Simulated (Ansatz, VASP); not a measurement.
Ti2SiGe2: VASP beside Ansatz

```
Ti Si Ge
1.0
     3.62126    0.00000    0.00000
    -1.81063    3.13610    0.00000
     0.00000    0.00000    6.95455
Ti Si Ge
2 1 2
Direct
  0.33333 0.66667 0.04636
  0.66667 0.33333 0.95364
  0.00000 0.00000 0.00000
  0.00000 0.00000 0.36797
  0.00000 0.00000 0.63203
```

Alike in both runs: task relaxation of cell and atoms; functional PBE; k mesh 6 × 6 × 4; occupations gaussian, width 0.1 eV; no spin polarisation.

```csv
,VASP,Ansatz
version,VASP 6.6.1,Ansatz 0.2.0
potentials or method,"VASP PAW PBE potentials, release 64 (Ti_sv, Si, Ge_d), cutoff 600 eV","scalar-relativistic, plane waves, PAW"
valence electrons in the cell,56,56
```

|  | VASP | Ansatz | Ansatz less VASP |
| --- | --- | --- | --- |
| gap on the k mesh at the Fermi level, each at its own relaxed structure (eV) | none | none | - |
| relaxed volume (Å³/atom) | 16.53 | 16.56 | +0.029 |
| relaxed cell length with the largest relative difference (Å) | 10.655 | 10.692 | +0.0370 |

A gap of «none» marks a metal or a gap that the smearing closes.
